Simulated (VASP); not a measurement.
# GdN (Fm-3m) in VASP: further runs, part 2 of 2

VASP 6.6.1.

## Step 4: Single point, PBE+U, collinear spin, ferrimagnetic start

INCAR

```
SYSTEM = GdN
PREC = Accurate
ENCUT = 520
EDIFF = 1E-7
ISMEAR = 0
SIGMA = 0.05
LREAL = .FALSE.
LASPH = .TRUE.
NELM = 150
ALGO = Normal
ISIF = 2
LWAVE = .FALSE.
LCHARG = .FALSE.
ISPIN = 2
MAGMOM = 7.63 -0.16
LORBIT = 11
LMAXMIX = 6
LDAU = .TRUE.
LDAUTYPE = 2
LDAUL = 3 -1
LDAUU = 6 0
LDAUJ = 0 0
LDAUPRINT = 1
GGA = PE
NBANDS = 22
```

KPOINTS

```
Automatic mesh
0
G
  10 10 10
  0 0 0
```

POSCAR

```
GdN
1.0
    0.0000000000      2.5010144932      2.5010144932
    2.5010144932      0.0000000000      2.5010144932
    2.5010144932      2.5010144932      0.0000000000
Gd N
1 1
Direct
    0.0000000000      0.0000000000      0.0000000000
    0.5000000000      0.5000000000      0.5000000000
```

Potentials or basis: VASP PAW PBE potentials, release 64 (Gd, N).

Command:

```console
$ cat potpaw_PBE.64/Gd/POTCAR potpaw_PBE.64/N/POTCAR > POTCAR
$ mpirun -np 1 vasp_std > vasp.out
```

OUTCAR:

```text
SYSTEM = GdN
   PREC = Accurate
   ENCUT = 520
   EDIFF = 1E-7
   ISMEAR = 0
   LREAL = .FALSE.
   LASPH = .TRUE.
   NELM = 150
   ISIF = 2
   ISPIN = 2
   LORBIT = 11
   GGA = PE

 ion  position               nearest neighbor table
   1  0.000  0.000  0.000-   2 2.50   2 2.50   2 2.50   2 2.50   2 2.50   2 2.50
   2  0.500  0.500  0.500-   1 2.50   1 2.50   1 2.50   1 2.50   1 2.50   1 2.50

  LATTYP: Found a face centered cubic cell.
 ALAT       =     5.0020289864

  Lattice vectors:

 A1 = (   0.0000000000,   2.5010144932,   2.5010144932)
 A2 = (   2.5010144932,   0.0000000000,   2.5010144932)
 A3 = (   2.5010144932,   2.5010144932,   0.0000000000)

Analysis of symmetry for initial positions (statically):
=====================================================================
 Subroutine PRICEL returns:
 Original cell was already a primitive cell.

 Routine SETGRP: Setting up the symmetry group for a
 face centered cubic supercell.

 Subroutine GETGRP returns: Found 48 space group operations
 (whereof 48 operations were pure point group operations)
 out of a pool of 48 trial point group operations.

The static configuration has the point symmetry O_h .

Analysis of symmetry for dynamics (positions and initial velocities):
=====================================================================
 Subroutine PRICEL returns:
 Original cell was already a primitive cell.

 Routine SETGRP: Setting up the symmetry group for a
 face centered cubic supercell.

 Subroutine GETGRP returns: Found 48 space group operations
 (whereof 48 operations were pure point group operations)
 out of a pool of 48 trial point group operations.

The dynamic configuration has the point symmetry O_h .

Analysis of structural, dynamic, and magnetic symmetry:
=====================================================================
 Subroutine PRICEL returns:
 Original cell was already a primitive cell.

 Routine SETGRP: Setting up the symmetry group for a
 face centered cubic supercell.

 Subroutine GETGRP returns: Found 48 space group operations
 (whereof 48 operations were pure point group operations)
[... 163 lines left out ...]
  0.0033  0.0000  0.0059  0.0000  0.0000  0.0000 -0.0000
  0.0000 -0.0000  0.0000  0.0101  0.0000  0.0000  0.0000
  0.0000 -0.0000  0.0000  0.0000  0.0059  0.0000 -0.0033
 -0.0000  0.0000  0.0000  0.0000  0.0000  0.0034 -0.0000
  0.0000  0.0000 -0.0000  0.0000 -0.0033 -0.0000  0.0076

 occupancies and eigenvectors

  o =  0.0004  v =  0.0000  0.0000  0.0000  0.0000  0.0000  0.0000  0.0000  0.0000  1.0000 -0.0000  0.0000  0.0000 -0.0000 -0.0000      0.0000  0.0000  0.0000  0.0000  0.0000  0.0000  0.0000  0.0000  0.0000  0.0000  0.0000  0.0000  0.0000  0.0000
  o =  0.0034  v =  0.0000  0.0000  0.0000  0.0000  0.0000  0.0000  0.0000 -0.0002  0.0000  0.0003 -0.0000  0.7906 -0.0002  0.6124      0.0000  0.0000  0.0000  0.0000  0.0000  0.0000  0.0000  0.0000  0.0000  0.0000  0.0000  0.0000  0.0000  0.0000
  o =  0.0034  v =  0.0000  0.0000  0.0000  0.0000  0.0000  0.0000  0.0000  0.6124 -0.0000 -0.7906 -0.0000  0.0003  0.0000  0.0002      0.0000  0.0000  0.0000  0.0000  0.0000  0.0000  0.0000  0.0000  0.0000  0.0000  0.0000  0.0000  0.0000  0.0000
  o =  0.0034  v =  0.0000  0.0000  0.0000  0.0000  0.0000  0.0000  0.0000 -0.0000  0.0000  0.0000 -0.0000  0.0002  1.0000  0.0001      0.0000  0.0000  0.0000  0.0000  0.0000  0.0000  0.0000  0.0000  0.0000  0.0000  0.0000  0.0000  0.0000  0.0000
  o =  0.0101  v =  0.0000  0.0000  0.0000  0.0000  0.0000  0.0000  0.0000 -0.0001 -0.0000 -0.0001  0.0001  0.6124  0.0000 -0.7906      0.0000  0.0000  0.0000  0.0000  0.0000  0.0000  0.0000  0.0000  0.0000  0.0000  0.0000  0.0000  0.0000  0.0000
  o =  0.0101  v =  0.0000  0.0000  0.0000  0.0000  0.0000  0.0000  0.0000 -0.7906  0.0000 -0.6124  0.0004 -0.0001  0.0000  0.0001      0.0000  0.0000  0.0000  0.0000  0.0000  0.0000  0.0000  0.0000  0.0000  0.0000  0.0000  0.0000  0.0000  0.0000
  o =  0.0101  v =  0.0000  0.0000  0.0000  0.0000  0.0000  0.0000  0.0000 -0.0003 -0.0000 -0.0003 -1.0000  0.0000 -0.0000 -0.0001      0.0000  0.0000  0.0000  0.0000  0.0000  0.0000  0.0000  0.0000  0.0000  0.0000  0.0000  0.0000  0.0000  0.0000
  o =  0.9892  v =  0.0000  1.0000 -0.0000 -0.0000  0.0000 -0.0000  0.0000  0.0000  0.0000  0.0000  0.0000  0.0000  0.0000  0.0000      0.0000  0.0000  0.0000  0.0000  0.0000  0.0000  0.0000  0.0000  0.0000  0.0000  0.0000  0.0000  0.0000  0.0000
  o =  0.9905  v =  0.0000  0.0000 -0.0000  0.0000  0.0053  1.0000  0.0041  0.0000  0.0000  0.0000  0.0000  0.0000  0.0000  0.0000      0.0000  0.0000  0.0000  0.0000  0.0000  0.0000  0.0000  0.0000  0.0000  0.0000  0.0000  0.0000  0.0000  0.0000
  o =  0.9905  v = -0.6124  0.0000  0.7906  0.0000  0.0000  0.0000  0.0000  0.0000  0.0000  0.0000  0.0000  0.0000  0.0000  0.0000      0.0000  0.0000  0.0000  0.0000  0.0000  0.0000  0.0000  0.0000  0.0000  0.0000  0.0000  0.0000  0.0000  0.0000
  o =  0.9905  v =  0.0000  0.0000  0.0000  0.0000 -0.7906  0.0067 -0.6124  0.0000  0.0000  0.0000  0.0000  0.0000  0.0000  0.0000      0.0000  0.0000  0.0000  0.0000  0.0000  0.0000  0.0000  0.0000  0.0000  0.0000  0.0000  0.0000  0.0000  0.0000
  o =  0.9927  v =  0.0000 -0.0000  0.0000 -0.9999 -0.0071  0.0000  0.0091  0.0000  0.0000  0.0000  0.0000  0.0000  0.0000  0.0000      0.0000  0.0000  0.0000  0.0000  0.0000  0.0000  0.0000  0.0000  0.0000  0.0000  0.0000  0.0000  0.0000  0.0000
  o =  0.9927  v = -0.7906 -0.0000 -0.6124 -0.0000 -0.0000 -0.0000 -0.0000  0.0000  0.0000  0.0000  0.0000  0.0000  0.0000  0.0000      0.0000  0.0000  0.0000  0.0000  0.0000  0.0000  0.0000  0.0000  0.0000  0.0000  0.0000  0.0000  0.0000  0.0000
  o =  0.9927  v =  0.0000  0.0000  0.0000  0.0116 -0.6123  0.0000  0.7905  0.0000  0.0000  0.0000  0.0000  0.0000  0.0000  0.0000      0.0000  0.0000  0.0000  0.0000  0.0000  0.0000  0.0000  0.0000  0.0000  0.0000  0.0000  0.0000  0.0000  0.0000

 number of electron      23.0000005 magnetization       7.0000078

 Free energy of the ion-electron system (eV)
  ---------------------------------------------------
  ext. energy  EPLUGINS =         0.00000000
  ---------------------------------------------------
  free energy    TOTEN  =       -22.81246593 eV

  energy without entropy =      -22.81228578  energy(sigma->0) =      -22.81237586

 E-fermi :   3.6966     XC(G=0): -11.5281

 val. band max:        3.6956857504   @ k =   0.1000   0.1000   0.0000
 cond. band min:       3.9338789235   @ k =   0.0000   0.0000   0.0000
 fundamental gap:      0.2381931730
 Fermi energy:         3.6966418765

 spin component 1

 k-point     1 :       0.0000    0.0000    0.0000
  band No.  band energies     occupation
      1     -39.9905      1.00000
      2     -16.9850      1.00000
      3     -16.9850      1.00000
      4     -16.9850      1.00000
      5      -9.0856      1.00000
      6      -2.5732      1.00000
[... 1193 lines left out ...]
     21      14.4963      0.00000
     22      17.9838      0.00000

 [... further k-points ...]
[... 5 lines left out ...]
  --------------------------------------------------------------------------------------
  -------------------------------------------------------------------------------------
  Total        0.0557305      0.0557305      0.0557305      0.0000000      0.0000000     -0.0000000
  in kB        2.8538096      2.8538096      2.8538096      0.0000000      0.0000000     -0.0000000
  external PRESSURE =       2.8538096 kB  Pullay stress =       0.0000000 kB

 VOLUME and BASIS-vectors are now :
 -----------------------------------------------------------------------------
  energy-cutoff  :      520.00
  volume of cell :       31.29
      direct lattice vectors                 reciprocal lattice vectors
     0.000000000  2.501014493  2.501014493    -0.199918873  0.199918873  0.199918873
     2.501014493  0.000000000  2.501014493     0.199918873 -0.199918873  0.199918873
     2.501014493  2.501014493  0.000000000     0.199918873  0.199918873 -0.199918873

 POSITION                                       TOTAL-FORCE (eV/Angst)
 -----------------------------------------------------------------------------------
      0.00000      0.00000      0.00000        -0.000000     -0.000000     -0.000000
      2.50101      2.50101      2.50101         0.000000      0.000000      0.000000
 -----------------------------------------------------------------------------------
    total drift:                                0.000000      0.000000      0.000000

  FREE ENERGIE OF THE ION-ELECTRON SYSTEM (eV)
  ---------------------------------------------------
  free  energy   TOTEN  =       -22.8124659346 eV

  energy  without entropy=      -22.8122857772  energy(sigma->0) =      -22.81237586

 total charge

# of ion       s       p       d       f       tot
--------------------------------------------------
    1        2.035   5.667   0.537   6.972  15.211
    2        1.248   2.385   0.000   0.000   3.633
--------------------------------------------------
tot          3.283   8.052   0.537   6.972  18.844

 magnetization (x)

# of ion       s       p       d       f       tot
--------------------------------------------------
    1       -0.006  -0.086   0.071   6.893   6.872
    2       -0.009  -0.106   0.000   0.000  -0.114
--------------------------------------------------
tot         -0.015  -0.192   0.071   6.893   6.757
```

It took 99 s on 1 thread of Intel Xeon 6975P-C, shared host; peak memory 0.22 GiB.

What came out:

```yaml
Free_energy: -22.8125 eV
Pressure: 0.3 GPa
Band_gap_on_the_k_mesh: zero (filled and empty bands overlap)
Net_moment: 7.00 μB per cell
Site_moments: Gd +6.87; N -0.11 μB
Valence_electrons_inside_the_program's_atomic_spheres: Gd 15.21; N 3.63
```

Eigenvalues of the final occupation matrices:
| site | spin | trace | eigenvalues |
| --- | --- | --- | --- |
| site 1 f | 1 | 6.94 | 0.99 0.99 0.99 0.99 0.99 0.99 0.99 |
| site 1 f | 2 | 0.04 | 0.00 0.00 0.00 0.00 0.01 0.01 0.01 |

Caveat: spin-orbit coupling is left out, which moves the levels of the heavy elements; a cell with one magnetic atom can't hold antiferromagnetic order, which such compounds often take. The state reached can hang on the start; a lower one may exist.

## Step 5: Summary

```tsv
spin	cell	gap on the mesh (eV)	pressure (GPa)	moment (μB)
collinear, ferromagnetic start	a = 3.535 Å, angles 60.0°, 2 atoms	none	0.6	7.00
collinear, ferrimagnetic start	a = 3.540 Å, angles 60.0°, 2 atoms	none	0.0	7.00
collinear, ferrimagnetic start	a = 3.537 Å, angles 60.0°, 2 atoms	none	0.3	7.00
```

Alike in all rows: task single point; level PBE+U; potentials or basis VASP PAW PBE potentials, release 64 (Gd, N); Gd f U = 6.0 eV; k mesh 10 × 10 × 10; cutoff (eV) 520; smearing gaussian 0.05 eV.

Caveats: spin-orbit coupling is left out, which moves the levels of the heavy elements; a cell with one magnetic atom can't hold antiferromagnetic order, which such compounds often take.

Absolute energies hang on the potentials; compare differences alone.
